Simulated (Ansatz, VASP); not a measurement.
# One calculation of Cu, two programs

File POSCAR:

```
Cu
1.0
   -1.5149329860      1.5149329860      1.3072773775
    1.5149329860     -1.5149329860      1.3072773775
    1.5149329860      1.5149329860     -1.3072773775
Cu
1
Direct
    0.0000000000      0.0000000000      0.0000000000
```

The input INCAR.step1:

```
PREC = Accurate ; ENCUT = 520
ISMEAR = 0 ; SIGMA = 0.15
LREAL = F ; LASPH = T
NELM = 100 ; NBANDS = 12
GGA = PE ; ALGO = Normal
EDIFF = 1E-4 ; LWAVE = T
LCHARG = F
```

The input INCAR.step2:

```
PREC = Accurate ; ENCUT = 520
EDIFF = 1E-6 ; ISMEAR = 0
SIGMA = 0.15 ; LREAL = F
LASPH = T ; NELM = 100
ALGO = Normal ; ISIF = 2
LWAVE = F ; LCHARG = F
METAGGA = R2SCAN ; LMIXTAU = T
NBANDS = 12 ; ISTART = 1
```

The input KPOINTS:

```
Automatic mesh
0
Gamma
  24 24 24
```

Input for Ansatz:

```yaml
crystal:
  lattice:
    - [-1.514932986, 1.514932986, 1.3072773775]
    - [1.514932986, -1.514932986, 1.3072773775]
    - [1.514932986, 1.514932986, -1.3072773775]
  atoms:
    - { symbol: Cu, position: [0.0, 0.0, 0.0] }
basis:
  ecutwfc: 500
kpoints:
  mp_grid: { grid: [24, 24, 24] }
hamiltonian:
  xc: r2scan
scf:
  occupations: { method: gaussian, width: 0.15 }
output:
  forces: true
  stress: true
  eigenvalues: true
  write_density: true
  write_potential: true
  elf: true
  volumetric_format: npy
```

Change from the starting cell: strain +0.050 along x and y, -0.050 along z, atoms carried along.

Alike in both runs: task single point; functional r2SCAN; k mesh 24 × 24 × 24; occupations gaussian, width 0.15 eV; no spin polarisation.

```csv
,VASP,Ansatz
version,VASP 6.6.1,Ansatz 0.2.0
potentials or method,"VASP PAW PBE potentials, release 64 (Cu), cutoff 520 eV","scalar-relativistic, plane waves, PAW"
valence electrons in the cell,11,19
```

```tsv
	VASP	Ansatz	Ansatz less VASP
gap on the k mesh at the Fermi level (eV)	none	none	-
pressure (GPa)	-5.1	-5.8	-0.66
traceless stress, the component that is largest in VASP (GPa)	1.98	1.97	-0.001
```

VASP's potentials were made for PBE, not for r2SCAN. A gap of «none» marks a metal or a gap that the smearing closes. With one functional, cell and mesh, what is left measures potentials, basis and numerics. VASP's potentials hold 11 valence electrons a cell and Ansatz's 19, so a difference there can come from the potentials and not from the codes.
